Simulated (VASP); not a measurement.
Write the native input for VASP 6.6.1 that does the following.

```
Task                   : relaxation of cell and atoms
Functional             : r2SCAN
Potentials or basis    : VASP PAW PBE potentials, release 64 (Mg)
Cutoff                 : 600 eV
k mesh                 : 16 × 16 × 16
Occupations            : gaussian, width 0.1 eV
Spin                   : no spin polarisation
Dipole correction      : no
Further INCAR settings : ALGO = Normal; EDIFF = 1e-07; IBRION = 2; EDIFFG = -0.01; NSW = 80; ISIF = 3
```

Crystal: Mg.

```
Mg
1.0
     0.00000    2.21227    2.21227
     2.21227    0.00000    2.21227
     2.21227    2.21227    0.00000
Mg
1
Direct
  0.00000 0.00000 0.00000
```

These files were run (other wordings do the same):

POSCAR

```
Mg
1.0
    0.0000000000      2.2122725257      2.2122725257
    2.2122725257      0.0000000000      2.2122725257
    2.2122725257      2.2122725257      0.0000000000
Mg
1
Direct
    0.0000000000      0.0000000000      0.0000000000
```

INCAR.step1

```
  PREC = Accurate
  ENCUT = 600
  ISMEAR = 0
  SIGMA = 0.1
  LREAL = F
  LASPH = T
  NELM = 80
  GGA = PE
  ALGO = Normal
  EDIFF = 1E-4
  LWAVE = T
  LCHARG = F
```

INCAR.step2

```
  PREC = Accurate
  ENCUT = 600
  EDIFF = 1E-7
  ISMEAR = 0
  SIGMA = 0.1
  LREAL = F
  LASPH = T
  NELM = 80
  ALGO = Normal
  ISIF = 3
  LWAVE = F
  LCHARG = F
  METAGGA = R2SCAN
  LMIXTAU = T
  IBRION = 2
  NSW = 80
  EDIFFG = -0.01
  ISTART = 1
```

KPOINTS

```
Automatic mesh
0
Gamma
  16 16 16
```

Potentials or basis: VASP PAW PBE potentials, release 64 (Mg).

Command:

```console
$ cat potpaw_PBE.64/Mg/POTCAR > POTCAR
$ cp INCAR.step1 INCAR
$ mpirun -np 1 vasp_std > vasp.out
$ cp INCAR.step2 INCAR
$ mpirun -np 1 vasp_std > vasp.out
```

It gave:

```json
{
  "Relaxed volume": "22.59 Å³/atom",
  "Relaxed cell": "a = 3.173 Å, b = 3.173 Å, c = 3.173 Å, α = 60.00°, β = 60.00°, γ = 60.00°",
  "Space group after relaxing (to 0.05 Å)": "Fm-3m (No. 225)",
  "Energy gained by relaxing": "4.9 meV/atom",
  "Ionic steps": "3",
  "Pressure after relaxing": "0.0 GPa",
  "Band gap on the k mesh": "zero (band 1 reaches 4.23 eV, above the bottom of band 2 at 1.48 eV)"
}
```

Caveat: the PAW data sets were made with another functional, which shifts forces and pressure a little.

It took 3 min on 1 thread of AMD EPYC 7R13 Processor (Zen 3), on a shared host, peak memory 0.15 GiB.
